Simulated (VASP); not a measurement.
SiC5:

```xyz
6
Lattice="2.7247 0.0000 0.0000 -1.3624 2.3597 0.0000 0.0000 0.0000 6.7451" Properties=species:S:1:pos:R:3 pbc="T T T"
C     0.0000    0.0000   -0.1882
C     1.3624    0.7866    4.5170
C     0.0000    1.5731    2.4663
C     1.3624    0.7866    6.0456
C     0.0000    1.5731    3.9995
Si    0.0000    0.0000    1.7089
```

Base run:

- Program: VASP 6.6.1
- Functional: r2SCAN
- Potentials or basis: VASP PAW PBE potentials, release 64 (C_h, Si)
- Cutoff: 910 eV
- k mesh: 12 × 12 × 4
- Occupations: gaussian, width 0.01 eV
- Spin: no spin polarisation

Its results: band gap on the k mesh 1.68 eV (least direct gap 3.73 eV); pressure -0.6 GPa; largest force 0.056 eV/Å.

Task: The run is repeated on the same cell with these changes: k mesh from 12 × 12 × 4 to 9 × 9 × 4. What comes out?

Result: Band gap on the k mesh 1.84 eV (least direct gap 3.74 eV); pressure -0.6 GPa; largest force 0.058 eV/Å.

Caveats: the cutoff is under 1.25 times the usual one of these potentials, so pressure, stress and relaxed cells hold a basis-set (Pulay) error; the PAW data sets were made with another functional, which shifts forces and pressure a little; an odd mesh through Γ misses points on the zone boundary, where band edges can lie (at least some runs).
